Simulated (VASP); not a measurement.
Here is a VASP 6.6.1 calculation.

The input INCAR:

```
ALGO = Fast
EDIFF = 1E-6
ENCUT = 520
ISIF = 2
ISMEAR = 0
LASPH = T
LCHARG = F
LREAL = F
LWAVE = F
NBANDS = 19
NELM = 100
PREC = Accurate
SIGMA = 0.15
```

The input KPOINTS:

```
k-points
0
Gamma
  18 18 10
```

The input POSCAR:

```
ScNb
1.0
    3.0656443612      0.0000000000      0.0000000000
   -1.5328221806      2.6549258957      0.0000000000
    0.0000000000      0.0000000000      5.4526085500
Sc Nb
1 1
Direct
    0.0000000000      0.0000000000      0.0000000000
    0.3333333333      0.6666666667      0.5000000000
```

Potentials or basis: VASP PAW LDA potentials, release 64 (Sc_sv, Nb_sv).

Command:

```bash
$ cat potpaw_LDA.64/Sc_sv/POTCAR potpaw_LDA.64/Nb_sv/POTCAR > POTCAR
$ mpirun -np 1 vasp_std > vasp.out
```

**Question.** Estimate the pressure.

**Answer.** -12.9 GPa.

**Question.** Estimate the band gap on the k mesh.

**Answer.** Zero (bands 12 and 13 overlap by 0.95 eV).

Stress tensor (GPa, compression positive):
```
-10.80   0.00   0.00
  0.00 -10.80   0.00
  0.00   0.00 -17.11
```

Caveat: the cell differs from its parent crystal (strain +0.0750 x Voigt [0, 0, 1, 0, 0, 0]); the cell stands under tension.
